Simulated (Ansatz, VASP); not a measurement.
## Two plane-wave programs on YPt2S4

INCAR

```
SYSTEM = YPt2S4
PREC = Accurate
ENCUT = 520
EDIFF = 1E-7
ISMEAR = 0
SIGMA = 0.1
LREAL = .False.
LASPH = .True.
NELM = 60
ALGO = Normal
ISIF = 2
LWAVE = .False.
LCHARG = .True.
GGA = PE
IVDW = 12
LELF = .True.
LVHAR = .True.
NBANDS = 36
```

Contents of KPOINTS:

```
regular mesh
0
Gamma
  6 6 2
  0 0 0
```

Contents of POSCAR:

```
YPt2S4
1.0
    3.6118935400      0.0000000000      0.0000000000
   -1.8059467700      3.1279915600      0.0000000000
    0.0000000000      0.0000000000     12.4844077300
Y Pt S
1 2 4
Direct
    0.0000000000      0.0000000000      0.0000000000
    0.6666666700      0.3333333300      0.7203334800
    0.3333333300      0.6666666700      0.2796665200
    0.3333333300      0.6666666700      0.8217186000
    0.0000000000      0.0000000000      0.6189483700
    0.0000000000      0.0000000000      0.3810516300
    0.6666666700      0.3333333300      0.1782814000
```

Input for Ansatz:

```yaml
crystal:
  lattice:
    - [3.61189354, 0.0, 0.0]
    - [-1.80594677, 3.12799156, 0.0]
    - [0.0, 0.0, 12.48440773]
  atoms:
    - { symbol: "Y", position: [0.0, 0.0, 0.0] }
    - { symbol: Pt, position: [0.66666667, 0.33333333, 0.72033348] }
    - { symbol: Pt, position: [0.33333333, 0.66666667, 0.27966652] }
    - { symbol: S, position: [0.33333333, 0.66666667, 0.8217186] }
    - { symbol: S, position: [0.0, 0.0, 0.61894837] }
    - { symbol: S, position: [0.0, 0.0, 0.38105163] }
    - { symbol: S, position: [0.66666667, 0.33333333, 0.1782814] }
basis:
  ecutwfc: 420
kpoints:
  mp_grid: { grid: [6, 6, 2] }
hamiltonian:
  xc: pbe
  dispersion: d3bj
scf:
  occupations: { method: gaussian, width: 0.1 }
  lower_state_search: "off"
output:
  forces: true
  stress: true
  eigenvalues: true
```

Alike in both runs: task single point; functional PBE; dispersion D3(BJ); k mesh 6 × 6 × 2; occupations gaussian, width 0.1 eV; no spin polarisation.

```csv
,VASP,Ansatz
version,VASP 6.6.1,Ansatz 0.2.0
potentials or method,"VASP PAW PBE potentials, release 64 (Y_sv, Pt, S), cutoff 520 eV","scalar-relativistic, plane waves, PAW"
valence electrons in the cell,55,71
```

```tsv
	VASP	Ansatz	Ansatz less VASP
gap on the k mesh at the Fermi level (eV)	none	none	-
pressure (GPa)	-2.8	-2.6	+0.24
traceless stress, the component that is largest in VASP (GPa)	-1.29	-1.37	-0.079
rms of the force components (eV/Å)	0.383	0.383	+0.0003
```

Atom by atom the forces differ by 0.011 eV/Å (rms over components). A gap of «none» marks a metal or a gap that the smearing closes. VASP's potentials hold 55 valence electrons a cell and Ansatz's 71, so a difference there can come from the potentials and not from the codes.

Neither program's run includes spin-orbit coupling.
